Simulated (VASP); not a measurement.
# CoSi (R3) in VASP: single point with PBE

Aim: the single point of CoSi with PBE.

Program: VASP 6.6.1. These are calculated values, not measurements. Logs are shortened: lines on timing, memory, paths and dates and some standing lists are left out, and cuts for length are marked.

## Step 1: The cell of the first run

Symmetry: R3, No. 146, trigonal system. The conventional cell has a = 6.266 Å, b = 6.266 Å, c = 7.674 Å, α = 90.00°, β = 90.00°, γ = 120.00°. Within 2.9 Å of Co (site symmetry 3) lie 7 Si at 2.21 to 2.55 Å and 6 Co at 2.56 to 2.83 Å. Within 3.0 Å of Co (site symmetry 1) lie 7 Si at 2.30 to 2.40 Å and 6 Co at 2.56 to 2.83 Å. Within 2.9 Å of Si (site symmetry 3) lie 7 Co at 2.21 to 2.39 Å and 6 Si at 2.71 to 2.82 Å. Within 3.1 Å of Si (site symmetry 1) lie 7 Co at 2.33 to 2.55 Å and 6 Si at 2.69 to 2.82 Å.

## Step 2: Single point, PBE (atoms displaced along a vibrational mode)

File INCAR:

```
PREC = Accurate
ENCUT = 520
EDIFF = 1E-6
ISMEAR = 0
SIGMA = 0.15
LREAL = F
LASPH = T
NELM = 60
ALGO = Normal
ISIF = 2
LWAVE = F
LCHARG = F
GGA = PE
NBANDS = 36
```

File KPOINTS:

```
regular mesh
0
Gamma
  10 10 10
```

File POSCAR:

```
CoSi
1.0
    4.4308490675      0.0000000000      0.0000000000
    0.0000000000      4.4308490675      0.0000000000
    0.0000000000      0.0000000000      4.4308490675
Co Si
4 4
Direct
    0.1254735521      0.1254735521      0.1254735521
    0.3482181481      0.8604149559      0.6632352006
    0.6632352006      0.3482181481      0.8604149559
    0.8604149559      0.6632352006      0.3482181481
    0.8369932544      0.8369932544      0.8369932544
    0.6536124569      0.1628570288      0.3521150728
    0.3521150728      0.6536124569      0.1628570288
    0.1628570288      0.3521150728      0.6536124569
```

Potentials or basis: VASP PAW PBE potentials, release 64 (Co, Si).

The run is started by

```bash
$ cat potpaw_PBE.64/Co/POTCAR potpaw_PBE.64/Si/POTCAR > POTCAR
$ mpirun -np 1 vasp_std > vasp.out
```

OUTCAR:

```text
PREC = Accurate
   ENCUT = 520
   EDIFF = 1E-6
   ISMEAR = 0
   LREAL = F
   LASPH = T
   NELM = 60
   ISIF = 2
   GGA = PE

 ion  position               nearest neighbor table
   1  0.125  0.125  0.125-   5 2.21   6 2.33   7 2.33   8 2.33   7 2.55   8 2.55   6 2.55   3 2.56
                             4 2.56   2 2.56   2 2.83   4 2.83   3 2.83
   2  0.348  0.860  0.663-   5 2.30   8 2.33   6 2.35   5 2.39   7 2.40   8 2.40   7 2.40   1 2.56
                             4 2.72   3 2.72   4 2.80   3 2.80   1 2.83
   3  0.663  0.348  0.860-   5 2.30   6 2.33   7 2.35   5 2.39   8 2.40   6 2.40   8 2.40   1 2.56
                             4 2.72   2 2.72   4 2.80   2 2.80   1 2.83
   4  0.860  0.663  0.348-   5 2.30   7 2.33   8 2.35   5 2.39   6 2.40   7 2.40   6 2.40   1 2.56
                             3 2.72   2 2.72   2 2.80   3 2.80   1 2.83
   5  0.837  0.837  0.837-   1 2.21   2 2.30   3 2.30   4 2.30   3 2.39   4 2.39   2 2.39   6 2.71
                             7 2.71   8 2.71   6 2.82   8 2.82   7 2.82
   6  0.654  0.163  0.352-   1 2.33   3 2.33   2 2.35   4 2.40   3 2.40   4 2.40   1 2.55   8 2.69
                             7 2.69   5 2.71   7 2.75   8 2.75   5 2.82
   7  0.352  0.654  0.163-   1 2.33   4 2.33   3 2.35   2 2.40   4 2.40   2 2.40   1 2.55   8 2.69
                             6 2.69   5 2.71   8 2.75   6 2.75   5 2.82
   8  0.163  0.352  0.654-   1 2.33   2 2.33   4 2.35   3 2.40   2 2.40   3 2.40   1 2.55   7 2.69
                             6 2.69   5 2.71   7 2.75   6 2.75   5 2.82

  LATTYP: Found a simple cubic cell.
 ALAT       =     4.4308490675

  Lattice vectors:

 A1 = (   4.4308490675,   0.0000000000,   0.0000000000)
 A2 = (   0.0000000000,   4.4308490675,   0.0000000000)
 A3 = (   0.0000000000,   0.0000000000,   4.4308490675)

Analysis of symmetry for initial positions (statically):
=====================================================================
 Subroutine PRICEL returns:
 Original cell was already a primitive cell.

 Routine SETGRP: Setting up the symmetry group for a
 simple cubic supercell.

 Subroutine GETGRP returns: Found  3 space group operations
 (whereof  3 operations were pure point group operations)
 out of a pool of 48 trial point group operations.

The static configuration has the point symmetry C_3 .

Analysis of symmetry for dynamics (positions and initial velocities):
=====================================================================
 Subroutine PRICEL returns:
 Original cell was already a primitive cell.

 Routine SETGRP: Setting up the symmetry group for a
 simple cubic supercell.

 Subroutine GETGRP returns: Found  3 space group operations
 (whereof  3 operations were pure point group operations)
 out of a pool of 48 trial point group operations.

The dynamic configuration has the point symmetry C_3 .

 Subroutine INISYM returns: Found  3 space group operations
 (whereof  3 operations are pure point group operations),
 and found     1 'primitive' translations

----------------------------------------------------------------------------------------

                                     Primitive cell

  volume of cell :      86.9883

  direct lattice vectors                    reciprocal lattice vectors
     4.430849067  0.000000000  0.000000000     0.225690378  0.000000000  0.000000000
     0.000000000  4.430849067  0.000000000     0.000000000  0.225690378  0.000000000
     0.000000000  0.000000000  4.430849067     0.000000000  0.000000000  0.225690378

  length of vectors
     4.430849067  4.430849067  4.430849067     0.225690378  0.225690378  0.225690378

  position of ions in fractional coordinates (direct lattice)
     0.125473552  0.125473552  0.125473552
     0.348218148  0.860414956  0.663235201
     0.663235201  0.348218148  0.860414956
     0.860414956  0.663235201  0.348218148
     0.836993254  0.836993254  0.836993254
     0.653612457  0.162857029  0.352115073
     0.352115073  0.653612457  0.162857029
     0.162857029  0.352115073  0.653612457

  ion indices of the primitive-cell ions
   primitive index   ion index
                 1           1
                 2           2
                 3           3
                 4           4
                 5           5
                 6           6
                 7           7
                 8           8

----------------------------------------------------------------------------------------

 KPOINTS: regular mesh

Automatic generation of k-mesh.
 Grid dimensions read from file:
 generate k-points for:   10   10   10

 Generating k-lattice:

  Cartesian coordinates                     Fractional coordinates (reciprocal lattice)
     0.022569038  0.000000000  0.000000000     0.100000000  0.000000000  0.000000000
     0.000000000  0.022569038  0.000000000     0.000000000  0.100000000  0.000000000
     0.000000000  0.000000000  0.022569038     0.000000000  0.000000000  0.100000000

  Length of vectors
     0.022569038  0.022569038  0.022569038

  Shift w.r.t. Gamma in fractional coordinates (k-lattice)
     0.000000000  0.000000000  0.000000000

 Subroutine IBZKPT returns following result:
 ===========================================

 Found    172 irreducible k-points:

 Following reciprocal coordinates:
            Coordinates               Weight
  0.000000  0.000000  0.000000      1.000000
  0.100000  0.000000  0.000000      6.000000
  0.200000  0.000000  0.000000      6.000000
  0.300000  0.000000  0.000000      6.000000
  0.400000  0.000000  0.000000      6.000000
  0.500000  0.000000  0.000000      3.000000
[... 16 lines left out ...]
  0.200000  0.200000  0.000000      6.000000
 -0.200000  0.200000  0.000000      6.000000
 [... further k-points ...]
   k-points           NKPTS =    172   k-points in BZ     NKDIM =    172   number of bands    NBANDS=     36
   number of dos      NEDOS =    301   number of ions     NIONS =      8
   total plane-waves  NPLWV =  46656
   dimension x,y,z NGX =    36 NGY =   36 NGZ =   36
   dimension x,y,z NGXF=    72 NGYF=   72 NGZF=   72
   ions per type =               4   4
   NGX,Y,Z   is equivalent  to a cutoff of  13.51, 13.51, 13.51 a.u.
   NGXF,Y,Z  is equivalent  to a cutoff of  27.01, 27.01, 27.01 a.u.
 SYSTEM =  unknown system
   PREC   = accura    normal or accurate (medium, high low for compatibility)
   ISTART =      0    job   : 0-new  1-cont  2-samecut
   ICHARG =      2    charge: 1-file 2-atom 10-const
   ISPIN  =      1    spin polarized calculation?
   LNONCOLLINEAR =      F non collinear calculations
   LSORBIT =      F    spin-orbit coupling
   LASPH  =      T    aspherical Exc in radial PAW
   ENCUT  =  520.0 eV  38.22 Ry    6.18 a.u.   8.24  8.24  8.24*2*pi/ulx,y,z
   NELM   =     60;   NELMIN=  2; NELMDL= -5     # of ELM steps
   EDIFF  = 0.1E-05   stopping-criterion for ELM
   LREAL  =      F    real-space projection
   EDIFFG = 0.1E-04   stopping-criterion for IOM
   NSW    =      0    number of steps for IOM
   IBRION =     -1    ionic relax: 0-MD 1-quasi-New 2-CG
   NFREE  =      0    steps in history (QN), initial steepest desc. (CG)
   ISIF   =      2    stress and relaxation
   ISYM   =      2    0-nonsym 1-usesym 2-fastsym
   POTIM  = 0.5000    time-step for ionic-motion
   TEBEG  =    0.0;   TEEND  =   0.0 temperature during run
   PSTRESS=    0.0 pullay stress
   NELECT =      52.0000    total number of electrons
   NUPDOWN=      -1.0000    fix difference up-down
   EMIN   =  10.00;   EMAX   =-10.00  energy-range for DOS
   EFERMI =   0.00;   METHOD = LEGACY
   ISMEAR =     0;   SIGMA  =   0.15  broadening in eV -4-tet -1-fermi 0-gaus
   EFERMI_NEDOS =   21; number of points for ismear=-14 and -15
   IALGO  =     38    algorithm
   IMIX   =      4    mixing-type and parameters
     AMIX     =   0.40;   BMIX     =  1.00
     AMIX_MAG =   1.60;   BMIX_MAG =  1.00
  volume/ion in A,a.u.               =      10.87        73.38
  Fermi-wavevector in a.u.,A,eV,Ry     =   1.379079  2.606080 25.876342  1.901858
  Thomas-Fermi vector in A             =   2.504081
   LORBIT       =      0    0 simple, 1 ext, 2 COOP (PROOUT), +10 PAW based schemes
   GGA     = PE    functional components
   LHFCALC =     F    Hartree Fock is set to
   AEXX    =    0.0000 exact exchange contribution
   IVDW    =     0    specifies the selected vdW correction
   LEPSILON=     F    determine dielectric tensor
   LRPA    =     F    only Hartree local field effects (RPA)
 non-spin polarized calculation
 Gauss-broadening in eV      SIGMA  =   0.15
  energy-cutoff  :      520.00
  volume of cell :       86.99
 maximum number of plane-waves:      2367
 NGX is ok and might be reduce to    36
   NGX = 17   NGY = 17   NGZ = 17

 number of electron      51.9999999 magnetization

 Free energy of the ion-electron system (eV)
  ---------------------------------------------------
  ext. energy  EPLUGINS =         0.00000000
  ---------------------------------------------------
  free energy    TOTEN  =       -54.40637731 eV

  energy without entropy =      -54.38816199  energy(sigma->0) =      -54.39726965

 E-fermi :  12.1500     XC(G=0): -12.8627

 val. band max:       12.1402411283   @ k =   0.0000   0.0000   0.0000
 cond. band min:      12.1969583099   @ k =  -0.4000   0.5000   0.4000
 fundamental gap:      0.0567171816
 Fermi energy:        12.1500095102

 k-point     1 :       0.0000    0.0000    0.0000
  band No.  band energies     occupation
      1      -1.5675      2.00000
      2       3.7928      2.00000
      3       3.9920      2.00000
      4       3.9920      2.00000
      5       6.6215      2.00000
      6       6.6215      2.00000
[... 28 lines left out ...]
     35      15.7864      0.00000
     36      16.9653      0.00000

 k-point     2 :       0.1000    0.0000    0.0000
  band No.  band energies     occupation
      1      -1.4931      2.00000
      2       3.3006      2.00000
      3       3.9717      2.00000
      4       4.4059      2.00000
      5       6.2601      2.00000
      6       6.6737      2.00000
[... 28 lines left out ...]
     35      16.0357      0.00000
     36      17.2324      0.00000
[... 817 lines left out ...]
     35      16.8585      0.00000
     36      17.1418      0.00000

 k-point    24 :      -0.2000    0.2000    0.0000
  band No.  band energies     occupation
      1      -0.9774      2.00000
      2       2.4223      2.00000
      3       3.4544      2.00000
      4       5.0687      2.00000
      5       6.0368      2.00000
      6       6.5201      2.00000
[... 28 lines left out ...]
     35      16.8645      0.00000
     36      16.9869      0.00000

 [... further k-points ...]
[... 5 lines left out ...]
  --------------------------------------------------------------------------------------
  -------------------------------------------------------------------------------------
  Total        0.8599631      0.8599631      0.8599631     -0.1776793     -0.1776793     -0.1776793
  in kB       15.8390654     15.8390654     15.8390654     -3.2725522     -3.2725522     -3.2725522
  external PRESSURE =      15.8390654 kB  Pullay stress =       0.0000000 kB

 VOLUME and BASIS-vectors are now :
 -----------------------------------------------------------------------------
  energy-cutoff  :      520.00
  volume of cell :       86.99
      direct lattice vectors                 reciprocal lattice vectors
     4.430849067  0.000000000  0.000000000     0.225690378  0.000000000  0.000000000
     0.000000000  4.430849067  0.000000000     0.000000000  0.225690378  0.000000000
     0.000000000  0.000000000  4.430849067     0.000000000  0.000000000  0.225690378

 POSITION                                       TOTAL-FORCE (eV/Angst)
 -----------------------------------------------------------------------------------
      0.55595      0.55595      0.55595         1.233133      1.233133      1.233133
      1.54290      3.81237      2.93870         0.448258     -0.354517     -1.127578
      2.93870      1.54290      3.81237        -1.127578      0.448258     -0.354517
      3.81237      2.93870      1.54290        -0.354517     -1.127578      0.448258
      3.70859      3.70859      3.70859         0.070442      0.070442      0.070442
      2.89606      0.72159      1.56017         0.141000     -0.183496     -0.227242
      1.56017      2.89606      0.72159        -0.227242      0.141000     -0.183496
      0.72159      1.56017      2.89606        -0.183496     -0.227242      0.141000
 -----------------------------------------------------------------------------------
    total drift:                                0.000079      0.000079      0.000076

  FREE ENERGIE OF THE ION-ELECTRON SYSTEM (eV)
  ---------------------------------------------------
  free  energy   TOTEN  =       -54.4063773087 eV

  energy  without entropy=      -54.3881619904  energy(sigma->0) =      -54.39726965
```

It took 12 min on 1 thread of Intel Xeon 8259CL, shared host; peak memory 0.51 GiB.

What came out:

```
Free energy            : -54.4064 eV
Pressure               : 1.6 GPa
Largest force          : 2.136 eV/Å
Band gap on the k mesh : zero (bands 26 and 27 overlap by 0.16 eV)
```

Forces in eV/Å, atoms in the order of the input:
```
Co   1.233  1.233  1.233
Co   0.448 -0.355 -1.128
Co  -1.128  0.448 -0.355
Co  -0.355 -1.128  0.448
Si   0.070  0.070  0.070
Si   0.141 -0.183 -0.227
Si  -0.227  0.141 -0.183
Si  -0.183 -0.227  0.141
```

Caveat: the cell differs from its parent crystal (atoms displaced along a vibrational mode); the run has no spin polarisation, though such a crystal can be magnetic; forces of over 1 eV/Å act on the atoms, so gaps and moduli don't describe the material at rest.
